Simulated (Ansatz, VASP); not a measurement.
# Si2Mo: VASP beside Ansatz

File INCAR:

```
PREC = Accurate
ENCUT = 520
EDIFF = 1E-7
ISMEAR = 0
SIGMA = 0.15
LREAL = False
LASPH = True
NELM = 60
ALGO = Normal
ISIF = 2
LWAVE = False
LCHARG = False
GGA = PS
NBANDS = 18
```

KPOINTS

```
Automatic mesh
0
Gamma
  20 20 20
```

File POSCAR:

```
Si2Mo
1.0
   -1.6747868345      1.6747868345      3.7151574000
    1.6747868345     -1.6747868345      3.7151574000
    1.6747868345      1.6747868345     -3.7151574000
Si Mo
2 1
Direct
    0.3350596655      0.3350596655      0.0000000000
    0.6649403345      0.6649403345      0.0000000000
    0.0000000000      0.0000000000      0.0000000000
```

Input for Ansatz:

```yaml
crystal:
  lattice:
    - [-1.6747868345, 1.6747868345, 3.7151574]
    - [1.6747868345, -1.6747868345, 3.7151574]
    - [1.6747868345, 1.6747868345, -3.7151574]
  atoms:
    - { symbol: Si, position: [0.3350596655, 0.3350596655, 0.0] }
    - { symbol: Si, position: [0.6649403345, 0.6649403345, 0.0] }
    - { symbol: Mo, position: [0.0, 0.0, 0.0] }
basis:
  ecutwfc: 420
kpoints:
  mp_grid: { grid: [20, 20, 20] }
hamiltonian:
  xc: pbesol
scf:
  occupations: { method: gaussian, width: 0.15 }
output:
  forces: true
  stress: true
  eigenvalues: true
```

Change from the starting cell: strain +0.050 along x and y, -0.050 along z, atoms carried along.

Alike in both runs: task single point; functional PBEsol; k mesh 20 × 20 × 20; occupations gaussian, width 0.15 eV; no spin polarisation.

|  | VASP | Ansatz |
| --- | --- | --- |
| version | VASP 6.6.1 | Ansatz 0.2.0 |
| potentials or method | VASP PAW PBE potentials, release 64 (Si, Mo_sv), cutoff 520 eV | scalar-relativistic, plane waves, PAW |
| valence electrons in the cell | 22 | 22 |

Ansatz gave:

```
gap on the k mesh at the Fermi level (eV)                     : none
pressure (GPa)                                                : -5.3
traceless stress, the component that is largest in VASP (GPa) : 25.94
rms of the force components (eV/Å)                            : 0.013
```

Task: Estimate VASP's values.

Result: gap on the k mesh at the Fermi level (eV): none; pressure (GPa): -5.0; traceless stress, the component that is largest in VASP (GPa): 26.01; rms of the force components (eV/Å): 0.014.

VASP's potentials were made for PBE, not for PBEsol. Atom by atom the forces differ by 0.001 eV/Å (rms over components). A gap of «none» marks a metal or a gap that the smearing closes. The functional is the same, so the differences come from potentials, cutoffs and numerics.
